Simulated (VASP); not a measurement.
Crystal: Si.

```xyz
2
Lattice="0.0000 2.7221 2.7493 2.7221 0.0000 2.7493 2.7221 2.7221 0.0000" Properties=species:S:1:pos:R:3 pbc="T T T"
Si    0.0000    0.0000    0.0000
Si    1.3611    1.3611    1.3747
```

This cell differs from its parent crystal: uniaxial z strain +1.0%.

Base run:

| Property | Result |
| --- | --- |
| Program | VASP 6.6.1 |
| Functional | PBE |
| Potentials or basis | VASP PAW PBE potentials, release 64 (Si) |
| Cutoff | 520 eV |
| k mesh | 8 × 8 × 8 |
| Occupations | fermi-dirac, width 0.02 eV |
| Spin | no spin polarisation |

Its results: band gap on the k mesh 0.59 eV, indirect (least direct gap 2.52 eV); pressure 0.3 GPa.

**Question.** The run is repeated on the same cell with these changes: k mesh from 8 × 8 × 8 to 4 × 4 × 4; occupations from fermi-dirac, width 0.02 eV to gaussian, width 0.01 eV. What comes out?

**Answer.** Band gap on the k mesh 0.68 eV, indirect (least direct gap 2.51 eV); pressure 0.9 GPa.

Caveats: some runs use coarse meshes.

A k mesh can miss the band edges.
